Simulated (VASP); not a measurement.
# Hf3B2 (P-3m1) in VASP: notebook, part 2 of 2

VASP 6.6.1. Earlier steps stand in the parts before.

### Step 4. Relaxation of cell and atoms, PBE

The input, INCAR:

```
SYSTEM = Hf3B2
ALGO     = Normal         ! electronic algorithm
EDIFF    = 1E-6           ! SCF threshold, eV
EDIFFG   = -0.04          ! ionic threshold
ENCUT    = 600            ! plane-wave cutoff, eV
GGA      = PE             ! functional
IBRION   = 2              ! ionic algorithm
ISIF     = 3              ! what is computed and relaxed
ISMEAR   = 0              ! smearing method
LASPH    = .TRUE.         ! aspherical terms in the spheres
LCHARG   = .FALSE.        ! write CHGCAR
LREAL    = .FALSE.        ! projectors in reciprocal space
LWAVE    = .FALSE.        ! write WAVECAR
NELM     = 80             ! most SCF steps
NSW      = 90             ! ionic steps
PREC     = Accurate       ! precision mode
SIGMA    = 0.1            ! smearing width, eV
```

The input, KPOINTS:

```
k-points
0
G
  6 6 4
  0 0 0
```

The input, POSCAR:

```
Hf3B2
1.0
    3.9862073400      0.0000000000      0.0000000000
   -1.9931036700      3.4521568200      0.0000000000
    0.0000000000      0.0000000000      4.8349337300
Hf B
3 2
Direct
    0.6666666700      0.3333333300      0.3600405200
    0.3333333300      0.6666666700      0.6399594800
    0.0000000000      0.0000000000      0.0000000000
    0.6666666700      0.3333333300      0.8575603400
    0.3333333300      0.6666666700      0.1424396600
```

Potentials or basis: VASP PAW PBE potentials, release 64 (Hf_pv, B).

Run with:

```
cat potpaw_PBE.64/Hf_pv/POTCAR potpaw_PBE.64/B/POTCAR > POTCAR
mpirun -np 1 vasp_std > vasp.out
```

OUTCAR:

```text
SYSTEM = Hf3B2
   EDIFF = 1E-6
   EDIFFG = -0.04
   ENCUT = 600
   GGA = PE
   IBRION = 2
   ISIF = 3
   ISMEAR = 0
   LASPH = .TRUE.
   LREAL = .FALSE.
   NELM = 80
   NSW = 90
   PREC = Accurate

 ion  position               nearest neighbor table
   1  0.667  0.333  0.360-   4 2.41   4 2.43   5 2.53   5 2.53   5 2.53   2 2.67   2 2.67   2 2.67
                             3 2.89   3 2.89   3 2.89   3 3.86   3 3.86   3 3.86
   2  0.333  0.667  0.640-   5 2.41   5 2.43   4 2.53   4 2.53   4 2.53   1 2.67   1 2.67   1 2.67
                             3 2.89   3 2.89   3 2.89   3 3.86   3 3.86   3 3.86
   3  0.000  0.000  0.000-   4 2.40   5 2.40   5 2.40   4 2.40   4 2.40   5 2.40   1 2.89   2 2.89
                             2 2.89   1 2.89   2 2.89   1 2.89   2 3.86   1 3.86   2 3.86   1 3.86
   4  0.667  0.333  0.858-   3 2.40   3 2.40   3 2.40   1 2.41   1 2.43   2 2.53   2 2.53   2 2.53

   5  0.333  0.667  0.142-   3 2.40   3 2.40   3 2.40   2 2.41   2 2.43   1 2.53   1 2.53   1 2.53

  LATTYP: Found a hexagonal cell.
 ALAT       =     3.9862073400
 C/A-ratio  =     1.2129157662

  Lattice vectors:

 A1 = (   3.9862073400,   0.0000000000,   0.0000000000)
 A2 = (  -1.9931036700,   3.4521568200,   0.0000000000)
 A3 = (   0.0000000000,   0.0000000000,   4.8349337300)

Analysis of symmetry for initial positions (statically):
=====================================================================
 Subroutine PRICEL returns:
 Original cell was already a primitive cell.
[... 182 lines left out ...]
  --------------------------------------------------------------------------------------
  -------------------------------------------------------------------------------------
  Total       11.9070158     11.9070158     11.9443154      0.0000000      0.0000000     -0.0000000
  in kB      286.7296373    286.7296371    287.6278391      0.0000000      0.0000000     -0.0000000
  external PRESSURE =     287.0290378 kB  Pullay stress =       0.0000000 kB
[... 98 lines left out ...]
  FREE ENERGIE OF THE ION-ELECTRON SYSTEM (eV)
  ---------------------------------------------------
  free  energy   TOTEN  =       -43.2995897523 eV

  energy  without entropy=      -43.2879231975  energy(sigma->0) =      -43.29375647

[... ionic steps 4 to 13 ...]

--------------------------------------- Ionic step       14  -------------------------------------------

 number of electron      36.0000002 magnetization

------------------------ aborting loop because EDIFF is reached ----------------------------------------
[... 73 lines left out ...]
--------------------------------------- Ionic step       16  -------------------------------------------

 number of electron      36.0000002 magnetization

 Free energy of the ion-electron system (eV)
  ---------------------------------------------------
  ext. energy  EPLUGINS =         0.00000000
  ---------------------------------------------------
  free energy    TOTEN  =       -44.06181658 eV

  energy without entropy =      -44.05643987  energy(sigma->0) =      -44.05912823

 E-fermi :   5.0689     XC(G=0): -11.5363

 val. band max:        5.0606794636   @ k =   0.5000  -0.0000   0.2500
 cond. band min:       5.2013913277   @ k =   0.1667   0.1667   0.5000
 fundamental gap:      0.1407118641
 Fermi energy:         5.0689192533

 k-point     1 :       0.0000    0.0000    0.0000
  band No.  band energies     occupation
      1     -25.4067      2.00000
      2     -25.3500      2.00000
      3     -25.2955      2.00000
      4     -25.2955      2.00000
      5     -25.2377      2.00000
      6     -25.2377      2.00000
[... 621 lines left out ...]
  FREE ENERGIE OF THE ION-ELECTRON SYSTEM (eV)
  ---------------------------------------------------
  free  energy   TOTEN  =       -44.0618165843 eV

  energy  without entropy=      -44.0564398719  energy(sigma->0) =      -44.05912823

 reached required accuracy - stopping structural energy minimisation
```

CONTCAR:

```text
Hf3B2
   1.00000000000000
     4.0595072623490500   -0.0000000000000000    0.0000000000000000
    -2.0297536311745250    3.5156364148077124   -0.0000000000000000
    -0.0000000000000000    0.0000000000000000    5.4982472154542918
  Hf              B
     3     2
Direct
     0.6666666699999979    0.3333333300000021    0.3295362681256889
     0.3333333300000021    0.6666666699999979    0.6704637318743109
     1.0000000000000000    1.0000000000000000    0.0000000000000000
     0.6666666699999979    0.3333333300000021    0.7908835557784486
     0.3333333300000021    0.6666666699999979    0.2091164442215513

  0.00000000E+00  0.00000000E+00  0.00000000E+00
  0.00000000E+00  0.00000000E+00  0.00000000E+00
  0.00000000E+00  0.00000000E+00  0.00000000E+00
  0.00000000E+00  0.00000000E+00  0.00000000E+00
  0.00000000E+00  0.00000000E+00  0.00000000E+00
```

Wall time 3.9 min (1 thread of AMD EPYC 9R45 (Zen 5), shared host); peak memory 0.19 GiB.

Results:

| Item | Value |
| --- | --- |
| Free energy | -44.0618 eV |
| Relaxed volume | 15.69 Å³/atom |
| Relaxed cell | a = 4.060 Å, b = 4.060 Å, c = 5.498 Å, α = 90.00°, β = 90.00°, γ = 120.00° |
| Space group after relaxing (to 0.05 Å) | P-3m1 (No. 164) |
| Energy gained by relaxing | 403.1 meV/atom |
| Ionic steps | 16 |
| Pressure after relaxing | -0.1 GPa |
| Largest force after relaxing | 0.018 eV/Å |
| Band gap on the k mesh | zero (band 18 reaches 5.39 eV, above the bottom of band 19 at 4.80 eV) |

Forces in eV/Å, atoms in the order of the input:
```
Hf   0.000  0.000 -0.005
Hf   0.000  0.000  0.005
Hf   0.000  0.000  0.000
B    0.000  0.000  0.018
B    0.000  0.000 -0.018
```

Step by step:
| step | energy change (eV) | largest force (eV/Å) | pressure (GPa) | volume (Å³) |
| --- | --- | --- | --- | --- |
| 1 | 0.0000 | 2.3553 | 28.70 | 66.53 |
| 2 | -0.4972 | 1.4801 | -19.11 | 92.23 |
| 3 | -1.2531 | 1.8347 | -4.74 | 79.71 |
| 4 | -1.2543 | 1.8504 | -3.89 | 79.21 |
| 5 | -1.6754 | 1.3031 | -1.84 | 78.22 |
| 6 | -1.9149 | 0.2906 | 2.26 | 76.82 |
| 7 | -1.9531 | 0.2116 | -2.27 | 79.40 |
| 8 | -1.9537 | 0.2167 | -1.82 | 79.12 |
| 9 | -1.9916 | 0.2083 | -0.10 | 78.42 |
| 10 | -1.9949 | 0.2785 | 0.62 | 78.15 |
| 11 | -2.0083 | 0.1665 | -0.58 | 78.78 |
| 12 | -2.0102 | 0.1061 | -1.25 | 79.14 |
| 13 | -2.0137 | 0.0345 | 0.85 | 78.01 |
| 14 | -2.0151 | 0.0529 | 0.13 | 78.40 |
| 15 | -2.0151 | 0.0541 | 0.10 | 78.41 |
| 16 | -2.0153 | 0.0183 | -0.06 | 78.47 |

Final structure:
```
CELL_PARAMETERS angstrom
4.05951 0.00000 0.00000
-2.02975 3.51564 0.00000
0.00000 0.00000 5.49825
ATOMIC_POSITIONS crystal
Hf 0.66667 0.33333 0.32954
Hf 0.33333 0.66667 0.67046
Hf 0.00000 0.00000 0.00000
B 0.66667 0.33333 0.79088
B 0.33333 0.66667 0.20912
```

Caveat: the volume moved by over 15 % at a fixed basis, so the end points are rough; spin-orbit coupling is left out, which moves the levels of the heavy elements.

### Step 5. Overview

```tsv
task	cell	cutoff (eV)	gap on the mesh (eV)	pressure (GPa)	largest force (eV/Å)
single point	a = 3.986, b = 3.986, c = 4.835 Å, angles 90.0, 90.0, 120.0°, 5 atoms	520	none	28.7	2.36
single point	a = 4.067, b = 4.067, c = 5.490 Å, angles 90.0, 90.0, 120.0°, 5 atoms	520	none	-0.5	0.01
relaxation of cell and atoms	relaxed from a = 3.986, b = 3.986, c = 4.835 Å, angles 90.0, 90.0, 120.0°, 5 atoms	600	none	-0.1	0.02
```

Alike in all rows: level PBE; potentials or basis VASP PAW PBE potentials, release 64 (Hf_pv, B); no spin polarisation; k mesh 6 × 6 × 4; smearing gaussian 0.1 eV.

Caveats: spin-orbit coupling is left out, which moves the levels of the heavy elements; forces of over 1 eV/Å act on the atoms, so gaps and moduli don't describe the material at rest (some runs); the volume moved by over 15 % at a fixed basis, so the end points are rough (some runs).

Total energies depend on the potentials used, so only differences within one code and one set of settings carry meaning.
